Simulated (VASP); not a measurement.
Input of a VASP 6.6.1 run:

The input INCAR:

```
SYSTEM = Rb3LuBe2
ALGO = Normal
EDIFF = 1E-6
ENCUT = 520
GGA = PE
ISIF = 2
ISMEAR = 0
LASPH = .True.
LCHARG = .True.
LELF = .True.
LREAL = .False.
LVHAR = .True.
LWAVE = .False.
NBANDS = 37
NELM = 80
PREC = Accurate
SIGMA = 0.1
```

The input KPOINTS:

```
k-points
0
Gamma
  4 4 2
  0 0 0
```

File POSCAR:

```
Rb3LuBe2
1.0
    4.1222192800      0.0000000000      0.0000000000
    0.0000000000      4.1222192800      0.0000000000
    0.0000000000      0.0000000000      9.0427963000
Rb Lu Be
3 1 2
Direct
    0.5000000000      0.5000000000      0.0000000000
    0.0000000000      0.5000000000      0.3774000100
    0.5000000000      0.0000000000      0.6225999900
    0.0000000000      0.0000000000      0.0000000000
    0.0000000000      0.5000000000      0.7372320300
    0.5000000000      0.0000000000      0.2627679700
```

Potentials or basis: VASP PAW PBE potentials, release 64 (Rb_sv, Lu, Be).

Run with:

```bash
$ cat potpaw_PBE.64/Rb_sv/POTCAR potpaw_PBE.64/Lu/POTCAR potpaw_PBE.64/Be/POTCAR > POTCAR
$ mpirun -np 1 vasp_std > vasp.out
```

Question: What does it give for the largest force?

Answer: 1.402 eV/Å.

Question: What does it give for the pressure?

Answer: 10.6 GPa.

Stress tensor (GPa, compression positive):
```
13.40  0.00  0.00
 0.00 13.40  0.00
 0.00  0.00  4.85
```

Caveat: the k points lie up to 0.38 Å⁻¹ apart; forces of over 1 eV/Å act on the atoms, so gaps and moduli don't describe the material at rest.
